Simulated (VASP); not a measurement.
A run of VASP 6.6.1:

File POSCAR:

```
P2Pb
1.0
    5.0428041026      0.0000000000      0.0000000000
    0.0000000000      6.1547034908      0.0000000000
    0.0000000000      0.0000000000      3.8421796817
P Pb
4 2
Direct
    0.2004000000      0.3787000000      0.0000000000
    0.7996000000      0.6213000000      0.0000000000
    0.7004000000      0.1213000000      0.5000000000
    0.2996000000      0.8787000000      0.5000000000
    0.0000000000      0.0000000000      0.0000000000
    0.5000000000      0.5000000000      0.5000000000
```

Contents of INCAR.step1:

```
PREC = Accurate ; ENCUT = 520
ISMEAR = 0 ; SIGMA = 0.1
LREAL = False ; LASPH = True
NELM = 60 ; NBANDS = 33
GGA = PE ; ALGO = Normal
EDIFF = 1E-4 ; LWAVE = True
LCHARG = False
```

INCAR.step2

```
PREC = Accurate ; ENCUT = 520
EDIFF = 1E-7 ; ISMEAR = 0
SIGMA = 0.1 ; LREAL = False
LASPH = True ; NELM = 60
ALGO = Normal ; ISIF = 2
LWAVE = False ; LCHARG = False
METAGGA = R2SCAN ; LMIXTAU = True
NBANDS = 33 ; ISTART = 1
```

Contents of KPOINTS:

```
Automatic mesh
0
Gamma
  4 4 6
```

Potentials or basis: VASP PAW PBE potentials, release 64 (P, Pb_d).

Command:

```bash
$ cat potpaw_PBE.64/P/POTCAR potpaw_PBE.64/Pb_d/POTCAR > POTCAR
$ cp INCAR.step1 INCAR
$ mpirun -np 1 vasp_std > vasp.out
$ cp INCAR.step2 INCAR
$ mpirun -np 1 vasp_std > vasp.out
```

Hardware: 1 thread of Intel(R) Xeon(R) 6975P-C (Granite Rapids) (shared host).

Task: How long does it take, and how much memory?

Result: Run time: 3.5 min on 1 thread of Intel(R) Xeon(R) 6975P-C (Granite Rapids), on a shared host, peak memory 0.31 GiB. Counts: k points 36.
